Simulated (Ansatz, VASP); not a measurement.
**Two plane-wave programs on PbS**

```
Pb S
1.0
     0.00000    2.98723    2.98723
     2.98723    0.00000    2.98723
     2.98723    2.98723    0.00000
Pb S
1 1
Direct
  0.00000 0.00000 0.00000
  0.50000 0.50000 0.50000
```

Alike in both runs: task single point; functional HSE06; k mesh 4 × 4 × 4; no spin polarisation.

|  | VASP | Ansatz |
| --- | --- | --- |
| version | VASP 6.6.1 | Ansatz 0.2.0 |
| potentials or method | VASP PAW PBE potentials, release 64 (Pb_d, S) | plane waves, PAW |
| plane-wave cutoff (eV) | 400 | 420 |
| occupations | gaussian, width 0.01 eV | fixed |
| valence electrons in the cell | 20 | 20 |

|  | VASP | Ansatz | Ansatz less VASP |
| --- | --- | --- | --- |
| gap on the k mesh at the Fermi level (eV) | 0.89 | 0.88 | -0.006 |
| pressure (GPa) | -0.1 | -0.1 | +0.09 |

Ansatz's warnings: stress exchange threshold loose, stress scf threshold loose.

The k mesh is coarse, so the values compare programs but aren't converged. Spin-orbit coupling is off throughout.
